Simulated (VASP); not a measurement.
# HCl in VASP: further runs

HCl is run at these levels: PBE; tasks: single point.

Program: VASP 6.6.1. These are calculated values, not measurements. Logs are shortened: lines on timing, memory, paths and dates and some standing lists are left out, and cuts for length are marked.

**1. The cell of the first run**

The cell holds an amorphous packing of atoms, 20 atoms: a = 7.417 Å, b = 7.417 Å, c = 7.417 Å, α = 90.00°, β = 90.00°, γ = 90.00°.

**2. Single point, PBE**

File INCAR:

```
  PREC = Accurate
  ENCUT = 520
  EDIFF = 1E-7
  ISMEAR = -1
  SIGMA = 0.05
  LREAL = Auto
  LASPH = True
  NELM = 100
  ALGO = Normal
  ISIF = 2
  LWAVE = False
  LCHARG = False
  GGA = PE
  NBANDS = 56
```

File KPOINTS:

```
Automatic mesh
0
Gamma
  1 1 1
```

File POSCAR:

```
HCl
1.0
    7.4168600000      0.0000000000      0.0000000000
    0.0000000000      7.4168600000      0.0000000000
    0.0000000000      0.0000000000      7.4168600000
Cl H
10 10
Direct
    0.2894486346      0.0701105320      0.4197733273
    0.0997996457      0.5036632753      0.4266900009
    0.6431832339      0.2666896773      0.3528177692
    0.4237777173      0.2634807722     -0.0985996770
    0.6797216073      0.7886760705      0.1340459440
    0.8628179580      0.4847603973      0.8535687609
    0.2045609598      0.7201430255      0.9665276141
    0.5214875298      0.6637984268      0.5412533067
    1.0076905860      0.1377671953      0.0072807091
    0.8674021082      0.9515347465      0.6054718574
    0.3621074147     -0.0826090825      0.4583745682
    0.1336010117      0.5226740157      0.2538675396
    0.7923838390      0.3478291352      0.4060208768
    0.4364919926      0.2933856106      0.0677645257
    0.7215452361      0.6390035675      0.0380619292
    0.8656358621      0.6474977281      0.7677372904
    0.3130704907      0.8653122750      0.9406676141
    0.5908160596      0.6748273528      0.3718419924
    0.9016214409      0.0588658812      0.1242709179
    1.0203374474      0.9558492408      0.5251952983
```

Potentials or basis: VASP PAW PBE potentials, release 64 (Cl, H).

Run with:

```
> cat potpaw_PBE.64/Cl/POTCAR potpaw_PBE.64/H/POTCAR > POTCAR
> mpirun -np 1 vasp_gam > vasp.out
```

OUTCAR:

```text
PREC = Accurate
   ENCUT = 520
   EDIFF = 1E-7
   ISMEAR = -1
   LREAL = Auto
   LASPH = True
   NELM = 100
   ISIF = 2
   GGA = PE

 ion  position               nearest neighbor table
   1  0.289  0.070  0.420-  11 1.29
   2  0.100  0.504  0.427-  12 1.31
   3  0.643  0.267  0.353-  13 1.32
   4  0.424  0.263  0.901-  14 1.26
   5  0.680  0.789  0.134-  15 1.35
   6  0.863  0.485  0.854-  16 1.36
[... 12 lines left out ...]
  19  0.902  0.059  0.124-   9 1.31
  20  0.020  0.956  0.525-  10 1.28

  LATTYP: Found a simple cubic cell.
 ALAT       =     7.4168600000

  Lattice vectors:

 A1 = (   7.4168600000,   0.0000000000,   0.0000000000)
 A2 = (   0.0000000000,   7.4168600000,   0.0000000000)
 A3 = (   0.0000000000,   0.0000000000,   7.4168600000)

Analysis of symmetry for initial positions (statically):
=====================================================================
 Subroutine PRICEL returns:
 Original cell was already a primitive cell.

 Routine SETGRP: Setting up the symmetry group for a
 simple cubic supercell.

 Subroutine GETGRP returns: Found  1 space group operations
 (whereof  1 operations were pure point group operations)
 out of a pool of 48 trial point group operations.

The static configuration has the point symmetry C_1 .

Analysis of symmetry for dynamics (positions and initial velocities):
=====================================================================
 Subroutine PRICEL returns:
 Original cell was already a primitive cell.

 Routine SETGRP: Setting up the symmetry group for a
 simple cubic supercell.

 Subroutine GETGRP returns: Found  1 space group operations
 (whereof  1 operations were pure point group operations)
 out of a pool of 48 trial point group operations.

The dynamic configuration has the point symmetry C_1 .

 Subroutine INISYM returns: Found  1 space group operations
 (whereof  1 operations are pure point group operations),
 and found     1 'primitive' translations

----------------------------------------------------------------------------------------

                                     Primitive cell

  volume of cell :     408.0001

  direct lattice vectors                    reciprocal lattice vectors
     7.416860000  0.000000000  0.000000000     0.134827946  0.000000000  0.000000000
     0.000000000  7.416860000  0.000000000     0.000000000  0.134827946  0.000000000
     0.000000000  0.000000000  7.416860000     0.000000000  0.000000000  0.134827946

  length of vectors
     7.416860000  7.416860000  7.416860000     0.134827946  0.134827946  0.134827946

  position of ions in fractional coordinates (direct lattice)
     0.289448635  0.070110532  0.419773327
     0.099799646  0.503663275  0.426690001
     0.643183234  0.266689677  0.352817769
     0.423777717  0.263480772  0.901400323
     0.679721607  0.788676071  0.134045944
     0.862817958  0.484760397  0.853568761
[... 12 lines left out ...]
     0.901621441  0.058865881  0.124270918
     0.020337447  0.955849241  0.525195298

  ion indices of the primitive-cell ions
   primitive index   ion index
                 1           1
                 2           2
                 3           3
                 4           4
                 5           5
                 6           6
[... 12 lines left out ...]
                19          19
                20          20

----------------------------------------------------------------------------------------

 KPOINTS: Automatic mesh

Automatic generation of k-mesh.
 Grid dimensions read from file:
 generate k-points for:    1    1    1

 Generating k-lattice:

  Cartesian coordinates                     Fractional coordinates (reciprocal lattice)
     0.134827946  0.000000000  0.000000000     1.000000000  0.000000000  0.000000000
     0.000000000  0.134827946  0.000000000     0.000000000  1.000000000  0.000000000
     0.000000000  0.000000000  0.134827946     0.000000000  0.000000000  1.000000000

  Length of vectors
     0.134827946  0.134827946  0.134827946

  Shift w.r.t. Gamma in fractional coordinates (k-lattice)
     0.000000000  0.000000000  0.000000000

 Subroutine IBZKPT returns following result:
 ===========================================

 Found      1 irreducible k-points:

 Following reciprocal coordinates:
            Coordinates               Weight
  0.000000  0.000000  0.000000      1.000000
   k-points           NKPTS =      1   k-points in BZ     NKDIM =      1   number of bands    NBANDS=     56
   number of dos      NEDOS =    301   number of ions     NIONS =     20
   total plane-waves  NPLWV = 175616
   dimension x,y,z NGX =    56 NGY =   56 NGZ =   56
   dimension x,y,z NGXF=   112 NGYF=  112 NGZF=  112
   ions per type =              10  10
   NGX,Y,Z   is equivalent  to a cutoff of  12.55, 12.55, 12.55 a.u.
   NGXF,Y,Z  is equivalent  to a cutoff of  25.10, 25.10, 25.10 a.u.
 SYSTEM =  unknown system
   PREC   = accura    normal or accurate (medium, high low for compatibility)
   ISTART =      0    job   : 0-new  1-cont  2-samecut
   ICHARG =      2    charge: 1-file 2-atom 10-const
   ISPIN  =      1    spin polarized calculation?
   LNONCOLLINEAR =      F non collinear calculations
   LSORBIT =      F    spin-orbit coupling
   LASPH  =      T    aspherical Exc in radial PAW
   ENCUT  =  520.0 eV  38.22 Ry    6.18 a.u.  13.79 13.79 13.79*2*pi/ulx,y,z
   NELM   =    100;   NELMIN=  2; NELMDL= -5     # of ELM steps
   EDIFF  = 0.1E-06   stopping-criterion for ELM
   LREAL  =      T    real-space projection
   EDIFFG = 0.1E-05   stopping-criterion for IOM
   NSW    =      0    number of steps for IOM
   IBRION =     -1    ionic relax: 0-MD 1-quasi-New 2-CG
   NFREE  =      0    steps in history (QN), initial steepest desc. (CG)
   ISIF   =      2    stress and relaxation
   ISYM   =      2    0-nonsym 1-usesym 2-fastsym
   POTIM  = 0.5000    time-step for ionic-motion
   TEBEG  =    0.0;   TEEND  =   0.0 temperature during run
   PSTRESS=    0.0 pullay stress
   NELECT =      80.0000    total number of electrons
   NUPDOWN=      -1.0000    fix difference up-down
   EMIN   =  10.00;   EMAX   =-10.00  energy-range for DOS
   EFERMI =   0.00;   METHOD = LEGACY
   ISMEAR =    -1;   SIGMA  =   0.05  broadening in eV -4-tet -1-fermi 0-gaus
   EFERMI_NEDOS =   21; number of points for ismear=-14 and -15
   IALGO  =     38    algorithm
   IMIX   =      4    mixing-type and parameters
     AMIX     =   0.40;   BMIX     =  1.00
     AMIX_MAG =   1.60;   BMIX_MAG =  1.00
  volume/ion in A,a.u.               =      20.40       137.67
  Fermi-wavevector in a.u.,A,eV,Ry     =   0.951082  1.797285 12.307251  0.904557
  Thomas-Fermi vector in A             =   2.079519
   LORBIT       =      0    0 simple, 1 ext, 2 COOP (PROOUT), +10 PAW based schemes
   GGA     = PE    functional components
   LHFCALC =     F    Hartree Fock is set to
   AEXX    =    0.0000 exact exchange contribution
   IVDW    =     0    specifies the selected vdW correction
   LEPSILON=     F    determine dielectric tensor
   LRPA    =     F    only Hartree local field effects (RPA)
 non-spin polarized calculation
  energy-cutoff  :      520.00
  volume of cell :      408.00
 maximum number of plane-waves:      5534
 NGX is ok and might be reduce to    54
   NGX = 27   NGY = 27   NGZ = 27

 number of electron      80.0000002 magnetization

 Free energy of the ion-electron system (eV)
  ---------------------------------------------------
  ext. energy  EPLUGINS =         0.00000000
  ---------------------------------------------------
  free energy    TOTEN  =       -60.80542148 eV

  energy without entropy =      -60.80542148  energy(sigma->0) =      -60.80542148

 E-fermi :  -1.0228     XC(G=0):  -6.9754

 val. band max:       -2.2499691036   @ k =   0.0000   0.0000   0.0000
 cond. band min:       2.7333034745   @ k =   0.0000   0.0000   0.0000
 fundamental gap:      4.9832725782
 Fermi energy:        -1.0228307893

 k-point     1 :       0.0000    0.0000    0.0000
  band No.  band energies     occupation
      1     -16.8218      2.00000
      2     -16.5516      2.00000
      3     -16.3826      2.00000
      4     -16.3202      2.00000
      5     -16.2568      2.00000
      6     -16.0903      2.00000
[... 44 lines left out ...]
     51       6.3784      0.00000
     52       6.5391      0.00000
 [bands above 52 left out]

------------------------ aborting loop because EDIFF is reached ----------------------------------------

  FORCE on cell =-STRESS in cart. coord.  units (eV):
  Direction    XX          YY          ZZ          XY          YZ          ZX
  --------------------------------------------------------------------------------------
  -------------------------------------------------------------------------------------
  Total        4.9038691      1.0591459      1.3787898     -1.1465020      1.1443443      0.9996566
  in kB       19.2570254      4.1591650      5.4143758     -4.5022037      4.4937307      3.9255559
  external PRESSURE =       9.6101887 kB  Pullay stress =       0.0000000 kB

 VOLUME and BASIS-vectors are now :
 -----------------------------------------------------------------------------
  energy-cutoff  :      520.00
  volume of cell :      408.00
      direct lattice vectors                 reciprocal lattice vectors
     7.416860000  0.000000000  0.000000000     0.134827946  0.000000000  0.000000000
     0.000000000  7.416860000  0.000000000     0.000000000  0.134827946  0.000000000
     0.000000000  0.000000000  7.416860000     0.000000000  0.000000000  0.134827946

 POSITION                                       TOTAL-FORCE (eV/Angst)
 -----------------------------------------------------------------------------------
      2.14680      0.52000      3.11340        -0.532791      0.162146     -0.066817
      0.74020      3.73560      3.16470        -0.104048     -0.077880     -0.710990
      4.77040      1.97800      2.61680         0.863918      0.371041      0.143847
      3.14310      1.95420      6.68556         0.008743     -0.202325     -1.068359
      5.04140      5.84950      0.99420         0.039861     -0.540444     -0.305775
      6.39940      3.59540      6.33080        -0.155677      1.480732     -0.857436
[... 12 lines left out ...]
      6.68720      0.43660      0.92170         0.307189      0.225952     -0.433599
      0.15084      7.08940      3.89530         0.521822      0.099304     -0.173228
 -----------------------------------------------------------------------------------
    total drift:                                0.000843      0.003025      0.000168

  FREE ENERGIE OF THE ION-ELECTRON SYSTEM (eV)
  ---------------------------------------------------
  free  energy   TOTEN  =       -60.8054214769 eV

  energy  without entropy=      -60.8054214769  energy(sigma->0) =      -60.80542148
```

It took 43 s on 1 thread of Intel Xeon Platinum 8375C at 2.90GHz (Ice Lake), shared host; peak memory 0.42 GiB.

What came out:

```yaml
Free_energy: -60.8054 eV
Pressure: 1.0 GPa
Largest_force: 1.811 eV/Å
Band_gap_on_the_k_mesh: 4.98 eV
```

Forces on the atoms (eV/Å):
```
Cl  -0.533  0.162 -0.067
Cl  -0.104 -0.078 -0.711
Cl   0.864  0.371  0.144
Cl   0.009 -0.202 -1.068
Cl   0.040 -0.540 -0.306
Cl  -0.156  1.481 -0.857
Cl   1.174  1.325 -0.385
Cl   0.097  0.146 -0.783
Cl  -0.302 -0.297  0.758
Cl  -0.420 -0.272  0.261
H    0.347 -0.511  0.161
H   -0.128 -0.001  0.627
H   -0.461 -0.251 -0.315
H    0.116  0.147  0.927
H    0.008  0.595  0.285
H   -0.033 -1.184  0.530
H   -0.970 -1.282  0.388
H   -0.377  0.067  1.017
H    0.307  0.226 -0.434
H    0.522  0.099 -0.173
```

Stress tensor (GPa, compression positive):
```
 1.93 -0.45  0.39
-0.45  0.42  0.45
 0.39  0.45  0.54
```

Levels at points of the mesh, in eV from the valence-band top:
| k point | band 37 | band 38 | band 39 | band 40 | band 41 | band 42 | band 43 | band 44 |
| --- | --- | --- | --- | --- | --- | --- | --- | --- |
| (0.00, 0.00, 0.00) | -0.37 | -0.25 | -0.05 | 0.00 | 4.98 | 6.07 | 6.18 | 6.47 |

Caveat: the k points lie up to 0.85 Å⁻¹ apart.

**3. Single point, PBE**

File INCAR:

```
PREC = Accurate
ENCUT = 520
EDIFF = 1E-6
ISMEAR = -1
SIGMA = 0.05
LREAL = Auto
LASPH = T
NELM = 100
ALGO = Normal
ISIF = 2
LWAVE = F
LCHARG = F
GGA = PE
NBANDS = 56
```

File KPOINTS:

```
regular mesh
0
Gamma
  1 1 1
```

File POSCAR:

```
HCl
1.0
    7.4168600000      0.0000000000      0.0000000000
    0.0000000000      7.4168600000      0.0000000000
    0.0000000000      0.0000000000      7.4168600000
Cl H
10 10
Direct
    0.2855790725      0.0361743379      0.4336606057
    0.0989367468      0.5108496048      0.4422221803
    0.6632186667      0.2699929620      0.3094571018
    0.4389997924      0.2602988327     -0.1264146822
    0.6929212632      0.8194438078      0.1280595832
    0.8632763730      0.4927556945      0.8558069048
    0.2516024301      0.7417154969      0.9925224421
    0.4944680094      0.6750026291      0.5639448500
    1.0287911596      0.1397356833     -0.0032223879
    0.8693975618      0.9226276349      0.6085863829
    0.3800260488     -0.1062039731      0.4882119927
    0.1285854122      0.6578659972      0.3503234522
    0.8180011487      0.3000461112      0.2334680714
    0.5472531503      0.2444565490      0.0177838061
    0.7237429316      0.6827552360      0.0094784046
    0.9113020874      0.6072381035      0.7358909296
    0.1809930348      0.8962283230      1.0421121607
    0.5645246101      0.6378710128      0.4093915754
    0.8780939643      0.0987210221     -0.0630859960
    1.0308944756      0.9606895640      0.5652661638
```

Potentials or basis: VASP PAW PBE potentials, release 64 (Cl, H).

Run with:

```
> cat potpaw_PBE.64/Cl/POTCAR potpaw_PBE.64/H/POTCAR > POTCAR
> mpirun -np 1 vasp_gam > vasp.out
```

OUTCAR:

```text
PREC = Accurate
   ENCUT = 520
   EDIFF = 1E-6
   ISMEAR = -1
   LREAL = Auto
   LASPH = T
   NELM = 100
   ISIF = 2
   GGA = PE

 ion  position               nearest neighbor table
   1  0.286  0.036  0.434-  11 1.33
   2  0.099  0.511  0.442-  12 1.30
   3  0.663  0.270  0.309-  13 1.30
   4  0.439  0.260  0.874-  14 1.34
   5  0.693  0.819  0.128-  15 1.36
   6  0.863  0.493  0.856-  16 1.28
[... 12 lines left out ...]
  19  0.878  0.099  0.937-   9 1.24
  20  0.031  0.961  0.565-  10 1.27

  LATTYP: Found a simple cubic cell.
 ALAT       =     7.4168600000

  Lattice vectors:

 A1 = (   7.4168600000,   0.0000000000,   0.0000000000)
 A2 = (   0.0000000000,   7.4168600000,   0.0000000000)
 A3 = (   0.0000000000,   0.0000000000,   7.4168600000)

Analysis of symmetry for initial positions (statically):
=====================================================================
 Subroutine PRICEL returns:
 Original cell was already a primitive cell.

 Routine SETGRP: Setting up the symmetry group for a
 simple cubic supercell.

[... 183 lines left out ...]
 Fermi energy:        -0.9955133855

 k-point     1 :       0.0000    0.0000    0.0000
  band No.  band energies     occupation
      1     -17.0907      2.00000
      2     -16.9685      2.00000
      3     -16.6165      2.00000
      4     -16.6008      2.00000
      5     -16.3757      2.00000
      6     -16.2764      2.00000
[... 44 lines left out ...]
     51       6.5761      0.00000
     52       6.6225      0.00000
 [bands above 52 left out]

------------------------ aborting loop because EDIFF is reached ----------------------------------------

  FORCE on cell =-STRESS in cart. coord.  units (eV):
  Direction    XX          YY          ZZ          XY          YZ          ZX
  --------------------------------------------------------------------------------------
  -------------------------------------------------------------------------------------
  Total        8.3942788      4.4829702      1.5947333      1.1249742     -0.9293313      0.3352283
  in kB       32.9635309     17.6041956      6.2623654      4.4176663     -3.6493954      1.3164095
  external PRESSURE =      18.9433640 kB  Pullay stress =       0.0000000 kB

 VOLUME and BASIS-vectors are now :
 -----------------------------------------------------------------------------
  energy-cutoff  :      520.00
  volume of cell :      408.00
      direct lattice vectors                 reciprocal lattice vectors
     7.416860000  0.000000000  0.000000000     0.134827946  0.000000000  0.000000000
     0.000000000  7.416860000  0.000000000     0.000000000  0.134827946  0.000000000
     0.000000000  0.000000000  7.416860000     0.000000000  0.000000000  0.134827946

 POSITION                                       TOTAL-FORCE (eV/Angst)
 -----------------------------------------------------------------------------------
      2.11810      0.26830      3.21640        -0.109520      0.263884     -0.111608
      0.73380      3.78890      3.27990        -0.135642      0.196290     -0.364766
      4.91900      2.00250      2.29520         0.135881      0.121372     -0.156987
      3.25600      1.93060      6.47926         0.780727     -0.095771      0.809241
      5.13930      6.07770      0.94980         0.154719     -0.794582     -0.525213
      6.40280      3.65470      6.34740        -0.281034     -0.136516      0.141606
[... 12 lines left out ...]
      6.51270      0.73220      6.94896        -1.385117     -0.655265     -0.577556
      0.22914      7.12530      4.19250         0.939465      0.286495     -0.249304
 -----------------------------------------------------------------------------------
    total drift:                                0.001054     -0.000670     -0.001473

  FREE ENERGIE OF THE ION-ELECTRON SYSTEM (eV)
  ---------------------------------------------------
  free  energy   TOTEN  =       -60.9951442132 eV

  energy  without entropy=      -60.9951442132  energy(sigma->0) =      -60.99514421
```

stdout:

```text
POSCAR found type information on POSCAR ClH
 POSCAR found :  2 types and      20 ions
 scaLAPACK will be used
 LDA part: xc-table for (Slater+PW92), standard interpolation
 POSCAR, INCAR and KPOINTS ok, starting setup
 FFT: planning ... GRIDC
 FFT: planning ... GRID_SOFT
 FFT: planning ... GRID
 WAVECAR not read
 entering main loop
```

Run time: 40 s. Hardware: 1 thread of Intel Xeon Platinum 8375C at 2.90GHz (Ice Lake), shared host; peak memory 0.39 GiB.

What came out:

| Property | Result |
| --- | --- |
| Free energy | -60.9951 eV |
| Pressure | 1.9 GPa |
| Largest force | 1.769 eV/Å |
| Band gap on the k mesh | 5.21 eV |

Forces on the atoms (eV/Å):
```
Cl  -0.110  0.264 -0.112
Cl  -0.136  0.196 -0.365
Cl   0.136  0.121 -0.157
Cl   0.781 -0.096  0.809
Cl   0.155 -0.795 -0.525
Cl  -0.281 -0.137  0.142
Cl  -0.113  0.050  0.141
Cl   0.186 -0.236  0.445
Cl   1.445  0.514  0.881
Cl  -0.950 -0.270  0.298
H   -0.040  0.096 -0.037
H   -0.076 -0.424  0.093
H   -0.020 -0.037  0.154
H   -0.806  0.140 -0.777
H   -0.061  0.818  0.683
H    0.099  0.450 -0.353
H    0.106 -0.327 -0.243
H    0.132  0.039 -0.249
H   -1.385 -0.655 -0.578
H    0.939  0.286 -0.249
```

Caveat: the k points lie up to 0.85 Å⁻¹ apart.

(Continued in part 2 of 3.)
